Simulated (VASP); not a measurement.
Wanted: the native input for a VASP 6.6.1 run.

| Property | Result |
| --- | --- |
| Task | single point |
| Functional | PBEsol |
| Potentials or basis | VASP PAW PBE potentials, release 64 (Al, Ni) |
| Cutoff | 520 eV |
| k mesh | 16 × 16 × 16 |
| Occupations | gaussian, width 0.15 eV |
| Spin | no spin polarisation |
| Dipole correction | no |
| Further INCAR settings | ALGO = Fast; EDIFF = 1e-06; NBANDS = 14 |

The structure of AlNi lies in POSCAR:

```
AlNi
1.0
    1.9874914371     -1.9874386223      0.0000000000
    1.9874914371      1.9874386223      0.0000000000
    0.0000000000      0.0000000000      2.7924000000
Al Ni
1 1
Direct
    0.0000000000      0.0000000000      0.0000000000
    0.5000000000      0.5000000000      0.5000000000
```

The input as run:

INCAR

```
  PREC = Accurate
  ENCUT = 520
  EDIFF = 1E-6
  ISMEAR = 0
  SIGMA = 0.15
  LREAL = False
  LASPH = True
  NELM = 80
  ALGO = Fast
  ISIF = 2
  LWAVE = False
  LCHARG = True
  GGA = PS
  LELF = True
  LVHAR = True
  NBANDS = 14
```

KPOINTS

```
regular mesh
0
Gamma
  16 16 16
```

Potentials or basis: VASP PAW PBE potentials, release 64 (Al, Ni).

Run with:

```console
$ cat potpaw_PBE.64/Al/POTCAR potpaw_PBE.64/Ni/POTCAR > POTCAR
$ mpirun -np 1 vasp_std > vasp.out
```

Results of the run:

```
Pressure : 12.3 GPa
```

Caveat: the PAW data sets were made with another functional, which shifts forces and pressure a little.

Run time: 2.3 min on 1 thread of Intel(R) Xeon(R) Platinum 8259CL CPU @ 2.50GHz (Skylake/Cascade Lake), on a shared host, peak memory 0.32 GiB.
